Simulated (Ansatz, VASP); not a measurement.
**Two plane-wave programs on Sb**

```
Sb
1.0
     2.18859    1.26358    3.83823
    -2.18859    1.26358    3.83823
     0.00000   -2.52716    3.83823
Sb
2
Direct
  0.23283 0.23283 0.23283
  0.76717 0.76717 0.76717
```

Alike in both runs: functional PBE; k mesh 12 × 12 × 12; occupations gaussian, width 0.1 eV; no spin polarisation.

Ansatz relaxed the structure, and its values are those at the end. VASP's run is a single point on that final structure, the one shown.

```csv
,VASP,Ansatz
version,VASP 6.6.1,Ansatz 0.2.0
potentials or method,"VASP PAW PBE potentials, release 64 (Sb), cutoff 500 eV","scalar-relativistic, plane waves, PAW"
valence electrons in the cell,10,30
```

```tsv
	VASP	Ansatz	Ansatz less VASP
gap on the k mesh at the Fermi level (eV)	none	none	-
pressure (GPa)	0.0	0.0	-0.05
rms of the force components (eV/Å)	0.018	0.003	-0.0157
```

A gap of «none» marks a metal or a gap that the smearing closes. With one functional, cell and mesh, what is left measures potentials, basis and numerics. VASP's potentials hold 10 valence electrons a cell and Ansatz's 30, so a difference there can come from the potentials and not from the codes.

Spin-orbit coupling is off throughout.
